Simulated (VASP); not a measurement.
Input of a VASP 6.6.1 run:

Contents of INCAR:

```
SYSTEM = Bi
ALGO = Fast
EDIFF = 1E-6
ENCUT = 520
GGA = CA
ISIF = 2
ISMEAR = 0
LASPH = .True.
LCHARG = .True.
LELF = .True.
LREAL = .False.
LVHAR = .True.
LWAVE = .False.
NBANDS = 14
NELM = 80
PREC = Accurate
SIGMA = 0.05
```

The input KPOINTS:

```
k-points
0
Gamma
  10 10 10
  0 0 0
```

File POSCAR:

```
Bi
1.0
   -4.2574820000      4.2574820000      1.3590358000
    4.2574820000     -4.2574820000      1.3590358000
    4.2574820000      4.2574820000     -1.3590358000
Bi
1
Direct
    0.0000000000      0.0000000000      0.0000000000
```

Potentials or basis: VASP PAW LDA potentials, release 64 (Bi_d).

Launch:

```sh
$ cat potpaw_LDA.64/Bi_d/POTCAR > POTCAR
$ mpirun -np 1 vasp_std > vasp.out
```

(1) What does it give for the band gap on the k mesh?

(2) Estimate the pressure.

## Answers

(1) zero (an odd number of electrons rules out a gap without spin polarisation).

(2) 0.4 GPa.

Caveat: the cell differs from its parent crystal (strain +0.000 along x and y, -0.050 along z); spin-orbit coupling is left out, which moves the levels of the heavy elements.
